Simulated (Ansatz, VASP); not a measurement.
# BiSb3O2: VASP beside Ansatz

```
Sb Bi O
1.0
     7.24512    0.00000    0.00000
    -3.62256    6.27446    0.00000
     0.00000    0.00000    3.20362
Sb Bi O
3 1 2
Direct
  0.00000 0.50000 0.91390
  0.50000 0.00000 0.91390
  0.50000 0.50000 0.91390
  0.00000 0.00000 0.92887
  0.66667 0.33333 0.74971
  0.33333 0.66667 0.74971
```

Change from the starting cell: species swapped into the NaSn2Pd3 type (P6mm, No. 183).

Alike in both runs: functional PBE; k mesh 3 × 3 × 6; occupations gaussian, width 0.1 eV; no spin polarisation.

Ansatz relaxed the structure, and its values are those at the end. VASP's run is a single point on that final structure, the one shown.

|  | VASP | Ansatz |
| --- | --- | --- |
| version | VASP 6.6.1 | Ansatz 0.2.0 |
| potentials or method | VASP PAW PBE potentials, release 64 (Sb, Bi_d, O), cutoff 520 eV | scalar-relativistic, plane waves, PAW |
| valence electrons in the cell | 42 | 72 |

Ansatz gave:

| Item | Value |
| --- | --- |
| gap on the k mesh at the Fermi level (eV) | none |
| pressure (GPa) | -0.1 |
| rms of the force components (eV/Å) | 0.015 |

Question: Which values does VASP return?

Answer: gap on the k mesh at the Fermi level (eV): none; pressure (GPa): -0.5; rms of the force components (eV/Å): 0.023.

A gap of «none» marks a metal or a gap that the smearing closes. VASP's potentials hold 42 valence electrons a cell and Ansatz's 72, so a difference there can come from the potentials and not from the codes.

Spin-orbit coupling is off throughout.
